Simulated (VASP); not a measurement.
Here is a VASP 6.6.1 calculation.

Contents of INCAR:

```
PREC     = Accurate       # precision mode
ENCUT    = 520            # plane-wave cutoff, eV
EDIFF    = 1E-6           # SCF threshold, eV
ISMEAR   = 0              # smearing method
SIGMA    = 0.1            # smearing width, eV
LREAL    = F              # projectors in reciprocal space
LASPH    = T              # aspherical terms in the spheres
NELM     = 60             # most SCF steps
ALGO     = Normal         # electronic algorithm
ISIF     = 2              # what is computed and relaxed
LWAVE    = F              # write WAVECAR
LCHARG   = T              # write CHGCAR
GGA      = PE             # functional
LELF     = T              # ELF
LVHAR    = T            
NBANDS   = 32             # bands
```

Contents of KPOINTS:

```
regular mesh
0
Gamma
  6 6 4
```

Contents of POSCAR:

```
Ti2NbB3
1.0
    3.3781346700      0.0000000000      0.0000000000
   -1.6890673400      2.9255504400      0.0000000000
    0.0000000000      0.0000000000      5.8888307700
Ti Nb B
2 1 3
Direct
    0.6666666700      0.3333333300      0.6902344200
    0.3333333300      0.6666666700      0.3097655800
    0.0000000000      0.0000000000      0.0000000000
    0.6666666700      0.3333333300      0.3529343000
    0.3333333300      0.6666666700      0.6470657000
    0.0000000000      0.0000000000      0.5000000000
```

Potentials or basis: VASP PAW PBE potentials, release 64 (Ti_sv, Nb_sv, B).

Launch:

```sh
$ cat potpaw_PBE.64/Ti_sv/POTCAR potpaw_PBE.64/Nb_sv/POTCAR potpaw_PBE.64/B/POTCAR > POTCAR
$ mpirun -np 1 vasp_std > vasp.out
```

Task: Estimate the largest force.

Result: 3.046 eV/Å.

Task: What does it give for the pressure?

Result: 50.9 GPa.

Task: Estimate the band gap on the k mesh.

Result: Zero (band 23 reaches 12.15 eV, above the bottom of band 24 at 11.48 eV).

Forces in eV/Å, atoms in the order of the input:
```
Ti   0.000  0.000  1.704
Ti   0.000  0.000 -1.704
Nb   0.000  0.000  0.000
B    0.000  0.000 -3.046
B    0.000  0.000  3.046
B    0.000  0.000  0.000
```

Caveat: forces of over 1 eV/Å act on the atoms, so gaps and moduli don't describe the material at rest.
